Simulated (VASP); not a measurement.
Crystal: SiO2.

```
Si O
1.0
     4.44909    0.00000    0.00000
     0.00000    4.44931    0.00000
     0.00000    0.00000    2.99176
Si O
2 4
Direct
  0.50000 0.50000 0.50000
  0.00000 0.00000 0.00000
  0.30586 0.30596 0.00000
  0.80586 0.19404 0.50000
  0.19414 0.80596 0.50000
  0.69414 0.69404 0.00000
```

```yaml
Program: VASP 6.6.1
Task: relaxation of cell and atoms
Functional: r2SCAN
Potentials_or_basis: VASP PAW PBE potentials, release 64 (Si, O)
Cutoff: 600 eV
k_mesh: 4 × 4 × 6
Occupations: gaussian, width 0.1 eV
Spin: no spin polarisation
```

At the start: pressure -49.5 GPa; volume 9.87 Å³/atom.

Q: How do energy, volume and symmetry change on relaxing?

A: Over 7 steps the energy falls by 427.7 meV/atom and the volume is 7.78 Å³/atom (-21.2 %); space group P4_2/mnm (No. 136, to 0.1 Å) before and after.

Step by step:
```csv
step,energy change (eV),largest force (eV/Å),pressure (GPa),volume (Å³)
1,0.0000,0.5283,-49.47,59.22
2,1.3826,3.9272,143.54,36.67
3,-2.5396,0.3288,-4.33,47.38
4,-2.5492,0.4054,-0.94,46.91
5,-2.5501,0.4445,0.78,46.68
6,-2.5596,0.3003,-0.18,46.67
7,-2.5660,0.0177,0.16,46.67
```

Final structure:
```cif
data_structure
_symmetry_space_group_name_H-M 'P 1'
_symmetry_Int_Tables_number 1
_cell_length_a 4.1777
_cell_length_b 4.1779
_cell_length_c 2.6741
_cell_angle_alpha 90.000
_cell_angle_beta 90.000
_cell_angle_gamma 90.000
_cell_volume 46.67
loop_
_atom_site_label
_atom_site_type_symbol
_atom_site_fract_x
_atom_site_fract_y
_atom_site_fract_z
_atom_site_occupancy
Si1 Si 0.50000 0.50000 0.50000 1
Si2 Si 0.00000 0.00000 0.00000 1
O1 O 0.30570 0.30578 0.00000 1
O2 O 0.80570 0.19422 0.50000 1
O3 O 0.19430 0.80578 0.50000 1
O4 O 0.69430 0.69422 0.00000 1
```

Caveat: the volume moved by over 15 % at a fixed basis, so the end points are rough; the PAW data sets were made with another functional, which shifts forces and pressure a little.
